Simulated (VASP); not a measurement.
A run of VASP 6.6.1:

The input INCAR:

```
  PREC = Accurate
  ENCUT = 520
  EDIFF = 1E-6
  ISMEAR = 0
  SIGMA = 0.02
  LREAL = F
  LASPH = T
  NELM = 80
  ALGO = Normal
  ISIF = 2
  LWAVE = F
  LCHARG = T
  GGA = PE
  LELF = T
  LVHAR = T
  NBANDS = 30
```

KPOINTS

```
Automatic mesh
0
Gamma
  6 6 6
```

Contents of POSCAR:

```
SiGeO4
1.0
    0.0000000000      3.7451359313      3.7451359313
    3.7451359313      0.0000000000      3.7451359313
    3.7451359313      3.7451359313      0.0000000000
Si Ge O
1 1 4
Direct
    0.7500000000      0.7500000000      0.7500000000
    0.5000000000      0.5000000000      0.5000000000
    0.1125838091      0.6291387303      0.6291387303
    0.6291387303      0.1125838091      0.6291387303
    0.6291387303      0.6291387303      0.1125838091
    0.6291387303      0.6291387303      0.6291387303
```

Potentials or basis: VASP PAW PBE potentials, release 64 (Si, Ge_d, O).

Command:

```bash
$ cat potpaw_PBE.64/Si/POTCAR potpaw_PBE.64/Ge_d/POTCAR potpaw_PBE.64/O/POTCAR > POTCAR
$ mpirun -np 1 vasp_std > vasp.out
```

Hardware: 1 thread of Intel Xeon 8259CL, on a shared host.

Question: Estimate the wall time of this run.

Answer: Run time: 99 s on 1 thread of Intel Xeon 8259CL, with other jobs on the host, peak memory 0.25 GiB. Counts: scf iterations 14, k points 16.
